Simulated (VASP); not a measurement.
# Co (P6_3/mmc) in VASP: single point with LDA

Aim: the single point of Co with LDA.

Everything below comes from runs of VASP 6.6.1. Logs are shortened: lines on timing, memory, paths and dates and some standing lists are left out, and cuts for length are marked.

## 1. The cell of the first run

It takes space group P6_3/mmc (No. 194, hexagonal). Conventional cell: a = 2.507 Å, b = 2.507 Å, c = 4.070 Å, α = 90.00°, β = 90.00°, γ = 120.00°. Co (site symmetry -6m2) has 12 Co at 2.50 to 2.51 Å within 3.3 Å.

## 2. Single point, LDA, collinear spin, ferromagnetic start

File INCAR:

```
SYSTEM = Co
PREC     = Accurate       ! precision mode
ENCUT    = 600            ! plane-wave cutoff, eV
EDIFF    = 1E-6           ! SCF threshold, eV
ISMEAR   = -1             ! smearing method
SIGMA    = 0.08           ! smearing width, eV
LREAL    = .FALSE.        ! projectors in reciprocal space
LASPH    = .TRUE.         ! aspherical terms in the spheres
NELM     = 200            ! most SCF steps
ALGO     = Normal         ! electronic algorithm
ISIF     = 2              ! what is computed and relaxed
LWAVE    = .FALSE.        ! write WAVECAR
LCHARG   = .FALSE.        ! write CHGCAR
ISPIN    = 2              ! spin polarisation
MAGMOM   = 2 2            ! initial moments
LORBIT   = 11             ! projections on sites
LMAXMIX  = 4              ! l up to which the mixer works
NBANDS   = 28             ! bands
GGA_COMPAT= .FALSE.
```

File KPOINTS:

```
Automatic mesh
0
G
  13 13 7
  0 0 0
```

File POSCAR:

```
Co
1.0
    2.5074000000      0.0000000000      0.0000000000
   -1.2537000000      2.1714720974      0.0000000000
    0.0000000000      0.0000000000      4.0699000000
Co
2
Direct
    0.3333333333      0.6666666667      0.2500000000
    0.6666666667      0.3333333333      0.7500000000
```

Potentials or basis: VASP PAW LDA potentials, release 64 (Co_sv).

Started as:

```
> cat potpaw_LDA.64/Co_sv/POTCAR > POTCAR
> mpirun -np 1 vasp_std > vasp.out
```

OUTCAR:

```text
SYSTEM = Co
   PREC = Accurate
   ENCUT = 600
   EDIFF = 1E-6
   ISMEAR = -1
   LREAL = .FALSE.
   LASPH = .TRUE.
   NELM = 200
   ISIF = 2
   ISPIN = 2
   LORBIT = 11

 ion  position               nearest neighbor table
   1  0.333  0.667  0.250-   2 2.50   2 2.50   2 2.50   2 2.50   2 2.50   2 2.50
   2  0.667  0.333  0.750-   1 2.50   1 2.50   1 2.50   1 2.50   1 2.50   1 2.50

  LATTYP: Found a hexagonal cell.
 ALAT       =     2.5074000000
 C/A-ratio  =     1.6231554598

  Lattice vectors:

 A1 = (   2.5074000000,   0.0000000000,   0.0000000000)
 A2 = (  -1.2537000000,   2.1714720974,   0.0000000000)
 A3 = (   0.0000000000,   0.0000000000,   4.0699000000)

Analysis of symmetry for initial positions (statically):
=====================================================================
 Subroutine PRICEL returns:
 Original cell was already a primitive cell.

 Routine SETGRP: Setting up the symmetry group for a
 hexagonal supercell.

 Subroutine GETGRP returns: Found 24 space group operations
 (whereof 12 operations were pure point group operations)
 out of a pool of 24 trial point group operations.

The static configuration has the point symmetry D_3d.
 The point group associated with its full space group is D_6h.

Analysis of symmetry for dynamics (positions and initial velocities):
=====================================================================
 Subroutine PRICEL returns:
 Original cell was already a primitive cell.

 Routine SETGRP: Setting up the symmetry group for a
 hexagonal supercell.

 Subroutine GETGRP returns: Found 24 space group operations
 (whereof 12 operations were pure point group operations)
 out of a pool of 24 trial point group operations.

The dynamic configuration has the point symmetry D_3d.
 The point group associated with its full space group is D_6h.

Analysis of structural, dynamic, and magnetic symmetry:
=====================================================================
 Subroutine PRICEL returns:
 Original cell was already a primitive cell.

 Routine SETGRP: Setting up the symmetry group for a
 hexagonal supercell.

 Subroutine GETGRP returns: Found 24 space group operations
 (whereof 12 operations were pure point group operations)
 out of a pool of 24 trial point group operations.

The overall configuration has the point symmetry D_3d.
 The point group associated with its full space group is D_6h.

 Subroutine INISYM returns: Found 24 space group operations
 (whereof 12 operations are pure point group operations),
 and found     1 'primitive' translations

[... 113 lines left out ...]
     AMIX     =   0.40;   BMIX     =  1.00
     AMIX_MAG =   1.60;   BMIX_MAG =  1.00
  volume/ion in A,a.u.               =      11.08        74.77
  Fermi-wavevector in a.u.,A,eV,Ry     =   1.888197  3.568175 48.508679  3.565287
  Thomas-Fermi vector in A             =   2.930067
   LORBIT       =     11    0 simple, 1 ext, 2 COOP (PROOUT), +10 PAW based schemes
   GGA     = CA    functional components
   LHFCALC =     F    Hartree Fock is set to
   AEXX    =    0.0000 exact exchange contribution
   IVDW    =     0    specifies the selected vdW correction
   LEPSILON=     F    determine dielectric tensor
   LRPA    =     F    only Hartree local field effects (RPA)
 spin polarized calculation
  energy-cutoff  :      600.00
  volume of cell :       22.16
 maximum number of plane-waves:       760
 NGX is ok and might be reduce to    20
   NGX =  9   NGY =  9   NGZ = 17

 number of electron      34.0000043 magnetization       3.1496981

 Free energy of the ion-electron system (eV)
  ---------------------------------------------------
  ext. energy  EPLUGINS =         0.00000000
  ---------------------------------------------------
  free energy    TOTEN  =       -16.20545906 eV

  energy without entropy =      -16.16408685  energy(sigma->0) =      -16.18477296

 E-fermi :  11.1914     XC(G=0): -14.1833

 val. band max:       11.1911189465   @ k =   0.2308   0.0000   0.4286
 cond. band min:      11.2076772540   @ k =   0.3077   0.1538   0.4286
 fundamental gap:      0.0165583074
 Fermi energy:        11.1913943856

 spin component 1

 k-point     1 :       0.0000    0.0000    0.0000
  band No.  band energies     occupation
      1     -83.6431      1.00000
      2     -83.5892      1.00000
      3     -47.5895      1.00000
      4     -47.3183      1.00000
      5     -47.3183      1.00000
      6     -47.2756      1.00000
[... 733 lines left out ...]
     27      37.3671      0.00000
     28      38.2830      0.00000

 [... further k-points ...]

 spin component 2

 k-point     1 :       0.0000    0.0000    0.0000
  band No.  band energies     occupation
      1     -81.7971      1.00000
      2     -81.7395      1.00000
      3     -45.8162      1.00000
      4     -45.5281      1.00000
      5     -45.5281      1.00000
      6     -45.4797      1.00000
[... 733 lines left out ...]
     27      37.6662      0.00000
     28      38.6704      0.00000

 [... further k-points ...]
[... 5 lines left out ...]
  --------------------------------------------------------------------------------------
  -------------------------------------------------------------------------------------
  Total       -3.4029345     -3.4029345     -3.6142417     -0.0000000      0.0000000     -0.0000000
  in kB     -246.0382129   -246.0382129   -261.3160944     -0.0000000      0.0000000     -0.0000000
  external PRESSURE =    -251.1308400 kB  Pullay stress =       0.0000000 kB

 VOLUME and BASIS-vectors are now :
 -----------------------------------------------------------------------------
  energy-cutoff  :      600.00
  volume of cell :       22.16
      direct lattice vectors                 reciprocal lattice vectors
     2.507400000  0.000000000  0.000000000     0.398819494  0.230258542  0.000000000
    -1.253700000  2.171472097  0.000000000     0.000000000  0.460517085  0.000000000
     0.000000000  0.000000000  4.069900000     0.000000000  0.000000000  0.245706283

 POSITION                                       TOTAL-FORCE (eV/Angst)
 -----------------------------------------------------------------------------------
     -0.00000      1.44765      1.01747         0.000000      0.000000      0.000000
      1.25370      0.72382      3.05242        -0.000000     -0.000000      0.000000
 -----------------------------------------------------------------------------------
    total drift:                               -0.000000      0.000000     -0.000000

  FREE ENERGIE OF THE ION-ELECTRON SYSTEM (eV)
  ---------------------------------------------------
  free  energy   TOTEN  =       -16.2054590644 eV

  energy  without entropy=      -16.1640868523  energy(sigma->0) =      -16.18477296

 total charge

# of ion       s       p       d       tot
------------------------------------------
    1        2.243   6.111   6.697  15.051
    2        2.243   6.111   6.697  15.051
--------------------------------------------------
tot          4.486  12.221  13.395  30.102

 magnetization (x)

# of ion       s       p       d       tot
------------------------------------------
    1       -0.005  -0.011   1.628   1.612
    2       -0.005  -0.011   1.628   1.612
--------------------------------------------------
tot         -0.009  -0.022   3.256   3.225
```

OSZICAR:

```text
N       E                     dE             d eps       ncg     rms          rms(c)
DAV:   1     0.595545864963E+03    0.59555E+03   -0.21128E+04 13272   0.448E+03
DAV:   2     0.246870179590E+02   -0.57086E+03   -0.54525E+03 14424   0.101E+03
DAV:   3    -0.181974531109E+02   -0.42884E+02   -0.41848E+02 14352   0.265E+02
DAV:   4    -0.187620786202E+02   -0.56463E+00   -0.56417E+00 13620   0.270E+01
DAV:   5    -0.187960469870E+02   -0.33968E-01   -0.33968E-01 13380   0.702E+00    0.167E+01
DAV:   6    -0.170752608858E+02    0.17208E+01   -0.12751E+01 12256   0.108E+02    0.154E+01
DAV:   7    -0.162282205945E+02    0.84704E+00   -0.26787E+00 11668   0.476E+01    0.435E+00
DAV:   8    -0.162165312803E+02    0.11689E-01   -0.64640E-02 14668   0.434E+00    0.150E+00
DAV:   9    -0.162067395521E+02    0.97917E-02   -0.35444E-03 14140   0.172E+00    0.426E-01
DAV:  10    -0.162054558276E+02    0.12837E-02   -0.16727E-03 13856   0.127E+00    0.620E-02
DAV:  11    -0.162054559978E+02   -0.17014E-06   -0.70875E-05 12996   0.183E-01    0.379E-02
DAV:  12    -0.162054583656E+02   -0.23678E-05   -0.41941E-06 10272   0.401E-02    0.159E-02
DAV:  13    -0.162054590644E+02   -0.69884E-06   -0.49122E-07  5776   0.177E-02
   1 F= -.16205459E+02 E0= -.16184773E+02  d E =-.413722E-01  mag=     3.1497
```

Wall time 4.1 min (1 thread of AMD EPYC, shared host); peak memory 0.16 GiB.

Results:

```yaml
Free_energy: -16.2055 eV
Pressure: -25.1 GPa
Net_moment: 3.15 μB per cell
Site_moments: Co +1.61 μB
Valence_electrons_inside_the_program's_atomic_spheres: Co 15.05
```

Stress tensor (GPa, compression positive):
```
-24.60   0.00   0.00
  0.00 -24.60   0.00
  0.00   0.00 -26.13
```

Caveat: the cell stands under tension.
